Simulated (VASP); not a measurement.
# Te (Im-3m) in VASP: further runs

Runs on Te. Level: PBEsol. Tasks: single point.

Everything below comes from runs of VASP 6.6.1. Logs are shortened: lines on timing, memory, paths and dates and some standing lists are left out, and cuts for length are marked.

### 1 The cell of the first run

Symmetry: Im-3m, No. 229, cubic system. The conventional cell has a = 3.781 Å, b = 3.781 Å, c = 3.781 Å, α = 90.00°, β = 90.00°, γ = 90.00°. Within 4.3 Å of Te (site symmetry m-3m) lie 14 Te at 3.27 to 3.78 Å.

This isn't the form of Te at room conditions, which is trigonal, of chains.

### 2 Single point, PBEsol (27.02 Å³/atom)

The input, INCAR:

```
SYSTEM = Te
PREC = Accurate
ENCUT = 520
EDIFF = 1E-7
ISMEAR = -1
SIGMA = 0.1
LREAL = .FALSE.
LASPH = .TRUE.
NELM = 60
ALGO = Normal
ISIF = 2
LWAVE = .FALSE.
LCHARG = .FALSE.
GGA = PS
NBANDS = 9
```

The input, KPOINTS:

```
regular mesh
0
G
  13 13 13
  0 0 0
```

The input, POSCAR:

```
Te
1.0
   -1.8903252956      1.8903252956      1.8903252956
    1.8903252956     -1.8903252956      1.8903252956
    1.8903252956      1.8903252956     -1.8903252956
Te
1
Direct
    0.0000000000      0.0000000000      0.0000000000
```

Potentials or basis: VASP PAW PBE potentials, release 64 (Te).

Run with:

```sh
$ cat potpaw_PBE.64/Te/POTCAR > POTCAR
$ mpirun -np 1 vasp_std > vasp.out
```

OUTCAR:

```text
SYSTEM = Te
   PREC = Accurate
   ENCUT = 520
   EDIFF = 1E-7
   ISMEAR = -1
   LREAL = .FALSE.
   LASPH = .TRUE.
   NELM = 60
   ISIF = 2
   GGA = PS

 ion  position               nearest neighbor table
   1  0.000  0.000  0.000-

  LATTYP: Found a body centered cubic cell.
 ALAT       =     3.7806505912

  Lattice vectors:

 A1 = (  -1.8903252956,   1.8903252956,   1.8903252956)
 A2 = (   1.8903252956,  -1.8903252956,   1.8903252956)
 A3 = (   1.8903252956,   1.8903252956,  -1.8903252956)

Analysis of symmetry for initial positions (statically):
=====================================================================
 Subroutine PRICEL returns:
 Original cell was already a primitive cell.

 Routine SETGRP: Setting up the symmetry group for a
 body centered cubic supercell.

 Subroutine GETGRP returns: Found 48 space group operations
 (whereof 48 operations were pure point group operations)
 out of a pool of 48 trial point group operations.

The static configuration has the point symmetry O_h .

Analysis of symmetry for dynamics (positions and initial velocities):
=====================================================================
 Subroutine PRICEL returns:
 Original cell was already a primitive cell.

 Routine SETGRP: Setting up the symmetry group for a
 body centered cubic supercell.

 Subroutine GETGRP returns: Found 48 space group operations
 (whereof 48 operations were pure point group operations)
 out of a pool of 48 trial point group operations.

The dynamic configuration has the point symmetry O_h .

 Subroutine INISYM returns: Found 48 space group operations
 (whereof 48 operations are pure point group operations),
 and found     1 'primitive' translations

----------------------------------------------------------------------------------------

                                     Primitive cell

  volume of cell :      27.0190

  direct lattice vectors                    reciprocal lattice vectors
    -1.890325296  1.890325296  1.890325296     0.000000000  0.264504740  0.264504740
     1.890325296 -1.890325296  1.890325296     0.264504740  0.000000000  0.264504740
     1.890325296  1.890325296 -1.890325296     0.264504740  0.264504740  0.000000000

  length of vectors
     3.274139455  3.274139455  3.274139455     0.374066190  0.374066190  0.374066190

  position of ions in fractional coordinates (direct lattice)
     0.000000000  0.000000000  0.000000000

  ion indices of the primitive-cell ions
   primitive index   ion index
                 1           1

----------------------------------------------------------------------------------------

 KPOINTS: regular mesh

Automatic generation of k-mesh.
 Grid dimensions read from file:
 generate k-points for:   13   13   13

 Generating k-lattice:

  Cartesian coordinates                     Fractional coordinates (reciprocal lattice)
     0.000000000  0.020346518  0.020346518     0.076923077  0.000000000  0.000000000
     0.020346518  0.000000000  0.020346518     0.000000000  0.076923077  0.000000000
     0.020346518  0.020346518  0.000000000     0.000000000  0.000000000  0.076923077

  Length of vectors
     0.028774322  0.028774322  0.028774322

  Shift w.r.t. Gamma in fractional coordinates (k-lattice)
     0.000000000  0.000000000  0.000000000

 Subroutine IBZKPT returns following result:
 ===========================================

 Found     84 irreducible k-points:

 Following reciprocal coordinates:
            Coordinates               Weight
  0.000000  0.000000  0.000000      1.000000
  0.076923  0.000000  0.000000     12.000000
  0.153846  0.000000  0.000000     12.000000
  0.230769  0.000000  0.000000     12.000000
  0.307692  0.000000  0.000000     12.000000
  0.384615  0.000000  0.000000     12.000000
[... 16 lines left out ...]
  0.153846  0.076923  0.076923     24.000000
  0.230769  0.076923  0.076923     24.000000
 [... further k-points ...]
   k-points           NKPTS =     84   k-points in BZ     NKDIM =     84   number of bands    NBANDS=      9
   number of dos      NEDOS =    301   number of ions     NIONS =      1
   total plane-waves  NPLWV =  13824
   dimension x,y,z NGX =    24 NGY =   24 NGZ =   24
   dimension x,y,z NGXF=    48 NGYF=   48 NGZF=   48
   ions per type =               1
   NGX,Y,Z   is equivalent  to a cutoff of  12.19, 12.19, 12.19 a.u.
   NGXF,Y,Z  is equivalent  to a cutoff of  24.37, 24.37, 24.37 a.u.
 SYSTEM =  Te
   PREC   = accura    normal or accurate (medium, high low for compatibility)
   ISTART =      0    job   : 0-new  1-cont  2-samecut
   ICHARG =      2    charge: 1-file 2-atom 10-const
   ISPIN  =      1    spin polarized calculation?
   LNONCOLLINEAR =      F non collinear calculations
   LSORBIT =      F    spin-orbit coupling
   LASPH  =      T    aspherical Exc in radial PAW
   ENCUT  =  520.0 eV  38.22 Ry    6.18 a.u.   6.09  6.09  6.09*2*pi/ulx,y,z
   NELM   =     60;   NELMIN=  2; NELMDL= -5     # of ELM steps
   EDIFF  = 0.1E-06   stopping-criterion for ELM
   LREAL  =      F    real-space projection
   EDIFFG = 0.1E-05   stopping-criterion for IOM
   NSW    =      0    number of steps for IOM
   IBRION =     -1    ionic relax: 0-MD 1-quasi-New 2-CG
   NFREE  =      0    steps in history (QN), initial steepest desc. (CG)
   ISIF   =      2    stress and relaxation
   ISYM   =      2    0-nonsym 1-usesym 2-fastsym
   POTIM  = 0.5000    time-step for ionic-motion
   TEBEG  =    0.0;   TEEND  =   0.0 temperature during run
   PSTRESS=    0.0 pullay stress
   NELECT =       6.0000    total number of electrons
   NUPDOWN=      -1.0000    fix difference up-down
   EMIN   =  10.00;   EMAX   =-10.00  energy-range for DOS
   EFERMI =   0.00;   METHOD = LEGACY
   ISMEAR =    -1;   SIGMA  =   0.10  broadening in eV -4-tet -1-fermi 0-gaus
   EFERMI_NEDOS =   21; number of points for ismear=-14 and -15
   IALGO  =     38    algorithm
   IMIX   =      4    mixing-type and parameters
     AMIX     =   0.40;   BMIX     =  1.00
     AMIX_MAG =   1.60;   BMIX_MAG =  1.00
  volume/ion in A,a.u.               =      27.02       182.33
  Fermi-wavevector in a.u.,A,eV,Ry     =   0.991369  1.873416 13.371978  0.982813
  Thomas-Fermi vector in A             =   2.123106
   LORBIT       =      0    0 simple, 1 ext, 2 COOP (PROOUT), +10 PAW based schemes
   GGA     = PS    functional components
   LHFCALC =     F    Hartree Fock is set to
   AEXX    =    0.0000 exact exchange contribution
   IVDW    =     0    specifies the selected vdW correction
   LEPSILON=     F    determine dielectric tensor
   LRPA    =     F    only Hartree local field effects (RPA)
 non-spin polarized calculation
  energy-cutoff  :      520.00
  volume of cell :       27.02
 maximum number of plane-waves:       739
   NGX = 13   NGY = 13   NGZ = 13

 number of electron       5.9999999 magnetization

 Free energy of the ion-electron system (eV)
  ---------------------------------------------------
  ext. energy  EPLUGINS =         0.00000000
  ---------------------------------------------------
  free energy    TOTEN  =        -3.31955368 eV

  energy without entropy =       -3.29785317  energy(sigma->0) =       -3.30870342

 E-fermi :   8.4629     XC(G=0): -10.4219

 val. band max:        8.4090409201   @ k =   0.3846   0.1538   0.0769
 cond. band min:       8.4951941832   @ k =  -0.3846   0.3846   0.0769
 fundamental gap:      0.0861532631
 Fermi energy:         8.4628761931

 k-point     1 :       0.0000    0.0000    0.0000
  band No.  band energies     occupation
      1      -5.8595      2.00000
      2      11.7179      0.00000
      3      11.7179      0.00000
      4      11.7179      0.00000
      5      18.4677      0.00000
      6      18.4677      0.00000
      7      18.4677      0.00000
      8      18.8173      0.00000
      9      20.3137      0.00000

 k-point     2 :       0.0769    0.0000    0.0000
  band No.  band energies     occupation
      1      -5.7451      2.00000
      2      10.9036      0.00000
      3      11.4180      0.00000
      4      11.6537      0.00000
      5      17.8172      0.00000
      6      17.8393      0.00000
      7      18.9521      0.00000
      8      19.4185      0.00000
      9      19.6710      0.00000

 k-point     3 :       0.1538    0.0000    0.0000
  band No.  band energies     occupation
      1      -5.4053      2.00000
      2       9.1097      0.00310
      3      10.7269      0.00000
      4      11.4721      0.00000
      5      16.5698      0.00000
      6      16.9134      0.00000
      7      19.2954      0.00000
      8      19.6828      0.00000
      9      20.1951      0.00000

 k-point     4 :       0.2308    0.0000    0.0000
  band No.  band energies     occupation
      1      -4.8527      2.00000
      2       7.0638      2.00000
      3       9.9577      0.00000
      4      11.2115      0.00000
      5      15.5242      0.00000
      6      16.1193      0.00000
      7      19.3544      0.00000
      8      20.1366      0.00000
      9      21.8795      0.00000

 k-point     5 :       0.3077    0.0000    0.0000
  band No.  band energies     occupation
      1      -4.1196      2.00000
      2       5.0912      2.00000
      3       9.2909      0.00051
      4      10.9357      0.00000
      5      14.7566      0.00000
      6      15.5130      0.00000
      7      19.8019      0.00000
      8      20.8040      0.00000
      9      23.8170      0.00000

 k-point     6 :       0.3846    0.0000    0.0000
  band No.  band energies     occupation
      1      -3.2942      2.00000
      2       3.3978      2.00000
      3       8.8131      0.05848
      4      10.7111      0.00000
      5      14.2558      0.00000
      6      15.1062      0.00000
      7      20.5398      0.00000
      8      21.6727      0.00000
      9      25.1366      0.00000
[... 169 lines left out ...]
 k-point    21 :       0.3077    0.3077    0.0000
  band No.  band energies     occupation
      1      -1.9873      2.00000
      2       3.4877      2.00000
      3       4.4175      2.00000
      4       9.4035      0.00016
      5      16.1087      0.00000
      6      18.3455      0.00000
      7      19.4839      0.00000
      8      22.8700      0.00000
      9      23.8630      0.00000

 k-point    22 :       0.0769    0.0769    0.0769
  band No.  band energies     occupation
      1      -5.1827      2.00000
      2       8.3013      1.66829
      3      10.6091      0.00000
      4      10.6091      0.00000
      5      16.9660      0.00000
      6      16.9660      0.00000
      7      19.1668      0.00000
      8      20.1684      0.00000
      9      20.1684      0.00000

 k-point    23 :       0.1538    0.0769    0.0769
  band No.  band energies     occupation
      1      -4.6389      2.00000
      2       6.7298      2.00000
      3       9.4017      0.00017
      4      10.1556      0.00000
      5      16.7335      0.00000
      6      16.8150      0.00000
      7      20.0266      0.00000
      8      20.2131      0.00000
      9      20.6129      0.00000

 k-point    24 :       0.2308    0.0769    0.0769
  band No.  band energies     occupation
      1      -3.9219      2.00000
      2       5.0693      2.00000
      3       8.4045      1.28403
      4       9.7300      0.00001
      5      16.2629      0.00000
      6      16.6862      0.00000
      7      20.4092      0.00000
      8      20.9628      0.00000
      9      22.0921      0.00000

 [... further k-points ...]
[... 5 lines left out ...]
  --------------------------------------------------------------------------------------
  -------------------------------------------------------------------------------------
  Total        0.0056055      0.0056055      0.0056055      0.0000000      0.0000000     -0.0000000
  in kB        0.3323978      0.3323978      0.3323978      0.0000000      0.0000000     -0.0000000
  external PRESSURE =       0.3323978 kB  Pullay stress =       0.0000000 kB

 VOLUME and BASIS-vectors are now :
 -----------------------------------------------------------------------------
  energy-cutoff  :      520.00
  volume of cell :       27.02
      direct lattice vectors                 reciprocal lattice vectors
    -1.890325296  1.890325296  1.890325296     0.000000000  0.264504740  0.264504740
     1.890325296 -1.890325296  1.890325296     0.264504740  0.000000000  0.264504740
     1.890325296  1.890325296 -1.890325296     0.264504740  0.264504740  0.000000000

 POSITION                                       TOTAL-FORCE (eV/Angst)
 -----------------------------------------------------------------------------------
      0.00000      0.00000      0.00000         0.000000      0.000000     -0.000000
 -----------------------------------------------------------------------------------
    total drift:                                0.000000     -0.000000      0.000000

  FREE ENERGIE OF THE ION-ELECTRON SYSTEM (eV)
  ---------------------------------------------------
  free  energy   TOTEN  =        -3.3195536774 eV

  energy  without entropy=       -3.2978531725  energy(sigma->0) =       -3.30870342
```

It took 20 s on 1 thread of Intel Xeon 8259CL, shared host; peak memory 0.15 GiB.

Results:

* Free energy: -3.3196 eV
* Pressure: 0.0 GPa
* Band gap on the k mesh: zero (bands 3 and 4 overlap by 6.48 eV)

Levels at points of the mesh, in eV from the Fermi level:
```
           k point  band 1  band 2  band 3  band 4  band 5  band 6  band 7  band 8
(0.00, 0.00, 0.00)  -14.32    3.26    3.26    3.26   10.00   10.00   10.00   10.35
```

Caveat: the PAW data sets were made with another functional, which shifts forces and pressure a little; spin-orbit coupling is left out, which moves the levels of the heavy elements.

### 3 Single point, PBEsol (28.10 Å³/atom)

This run uses another cell than the first one, of 28.10 Å³/atom.

The input, INCAR:

```
PREC     = Accurate       # precision mode
ENCUT    = 520            # plane-wave cutoff, eV
EDIFF    = 1E-6           # SCF threshold, eV
ISMEAR   = -1             # smearing method
SIGMA    = 0.1            # smearing width, eV
LREAL    = F              # projectors in reciprocal space
LASPH    = T              # aspherical terms in the spheres
NELM     = 100            # most SCF steps
ALGO     = Normal         # electronic algorithm
ISIF     = 2              # what is computed and relaxed
LWAVE    = F              # write WAVECAR
LCHARG   = F              # write CHGCAR
GGA      = PS             # functional
NBANDS   = 9              # bands
```

The input, KPOINTS:

```
regular mesh
0
Gamma
  13 13 13
```

The input, POSCAR:

```
Te
1.0
   -1.9152008496      1.9152008496      1.9152008496
    1.9152008496     -1.9152008496      1.9152008496
    1.9152008496      1.9152008496     -1.9152008496
Te
1
Direct
    0.0000000000      0.0000000000      0.0000000000
```

Potentials or basis: VASP PAW PBE potentials, release 64 (Te).

Run with:

```sh
$ cat potpaw_PBE.64/Te/POTCAR > POTCAR
$ mpirun -np 1 vasp_std > vasp.out
```

Wall time 29 s (1 thread of Intel Xeon 8259CL, shared host); peak memory 0.17 GiB.

Results (log left out):

```yaml
Free_energy: -3.3115 eV
Pressure: -2.4 GPa
Band_gap_on_the_k_mesh: zero (bands 3 and 4 overlap by 6.09 eV)
```

Levels at points of the mesh, in eV from the Fermi level:
```tsv
k point	band 1	band 2	band 3	band 4	band 5	band 6	band 7
(0.00, 0.00, 0.00)	-14.01	3.03	3.03	3.03	9.85	9.91	9.91
```

Caveat: the PAW data sets were made with another functional, which shifts forces and pressure a little; spin-orbit coupling is left out, which moves the levels of the heavy elements.

### 4 Single point, PBEsol (29.18 Å³/atom)

This run uses another cell than the first one, of 29.18 Å³/atom.

The input, INCAR:

```
  PREC = Accurate
  ENCUT = 520
  EDIFF = 1E-6
  ISMEAR = -1
  SIGMA = 0.1
  LREAL = False
  LASPH = True
  NELM = 80
  ALGO = Normal
  ISIF = 2
  LWAVE = False
  LCHARG = False
  GGA = PS
  NBANDS = 9
```

The input, KPOINTS:

```
Automatic mesh
0
Gamma
  13 13 13
```

The input, POSCAR:

```
Te
1.0
   -1.9394464722      1.9394464722      1.9394464722
    1.9394464722     -1.9394464722      1.9394464722
    1.9394464722      1.9394464722     -1.9394464722
Te
1
Direct
    0.0000000000      0.0000000000      0.0000000000
```

Run with:

```sh
$ cat potpaw_PBE.64/Te/POTCAR > POTCAR
$ mpirun -np 1 vasp_std > vasp.out
```

Run time: 27 s. Hardware: 1 thread of Intel Xeon 8259CL, shared host; peak memory 0.16 GiB.

It converged, with:

| Quantity | Value |
| --- | --- |
| Free energy | -3.2891 eV |
| Pressure | -4.2 GPa |
| Band gap on the k mesh | zero (bands 3 and 4 overlap by 5.73 eV) |

Levels at points of the mesh, in eV from the Fermi level:
```
           k point  band 1  band 2  band 3  band 4  band 5  band 6  band 7  band 8
(0.00, 0.00, 0.00)  -13.71    2.83    2.83    2.83    9.39    9.82    9.82    9.82
```

Caveat: the cell stands under tension; the PAW data sets were made with another functional, which shifts forces and pressure a little; spin-orbit coupling is left out, which moves the levels of the heavy elements.

### 5 Summary

| cell | gap on the mesh (eV) | pressure (GPa) |
| --- | --- | --- |
| a = 3.274 Å, angles 109.5°, 1 atom | none | 0.0 |
| a = 3.317 Å, angles 109.5°, 1 atom | none | -2.4 |
| a = 3.359 Å, angles 109.5°, 1 atom | none | -4.2 |

Alike in all rows: task single point; level PBEsol; potentials or basis VASP PAW PBE potentials, release 64 (Te); no spin polarisation; k mesh 13 × 13 × 13; cutoff (eV) 520; smearing fermi-dirac 0.1 eV.

Caveats: the PAW data sets were made with another functional, which shifts forces and pressure a little; spin-orbit coupling is left out, which moves the levels of the heavy elements; the cell stands under tension (at least some runs).

Total energies depend on the potentials used, so only differences within one code and one set of settings carry meaning.
